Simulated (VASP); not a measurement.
A run of VASP 6.6.1 is set up as follows.

Contents of INCAR:

```
SYSTEM = HfO2
PREC = Accurate
ENCUT = 520
EDIFF = 1E-6
ISMEAR = -1
SIGMA = 0.05
LREAL = .FALSE.
LASPH = .TRUE.
NELM = 60
ALGO = Normal
ISIF = 2
LWAVE = .FALSE.
LCHARG = .FALSE.
GGA = RE
IVDW = 12
NBANDS = 18
```

The input KPOINTS:

```
Automatic mesh
0
G
  9 9 9
  0 0 0
```

Contents of POSCAR:

```
HfO2
1.0
    0.0000000000      2.5375296147      2.5375296147
    2.5375296147      0.0000000000      2.5375296147
    2.5375296147      2.5375296147      0.0000000000
Hf O
1 2
Direct
    0.0000000000      0.0000000000      0.0000000000
    0.7500000000      0.7500000000      0.7500000000
    0.2500000000      0.2500000000      0.2500000000
```

Potentials or basis: VASP PAW PBE potentials, release 64 (Hf_pv, O).

Command:

```sh
$ cat potpaw_PBE.64/Hf_pv/POTCAR potpaw_PBE.64/O/POTCAR > POTCAR
$ mpirun -np 1 vasp_std > vasp.out
```

(1) Predict the dispersion energy per atom.

(2) Predict the pressure.

(3) What does it give for the band gap on the k mesh?

## Answers

(1) -0.448 eV.

(2) -3.9 GPa.

(3) 3.98 eV (least direct gap 4.10 eV).

Caveat: the cell stands under tension; the PAW data sets were made with another functional, which shifts forces and pressure a little; spin-orbit coupling is left out, which moves the levels of the heavy elements; an odd mesh through Γ misses points on the zone boundary, where band edges can lie.
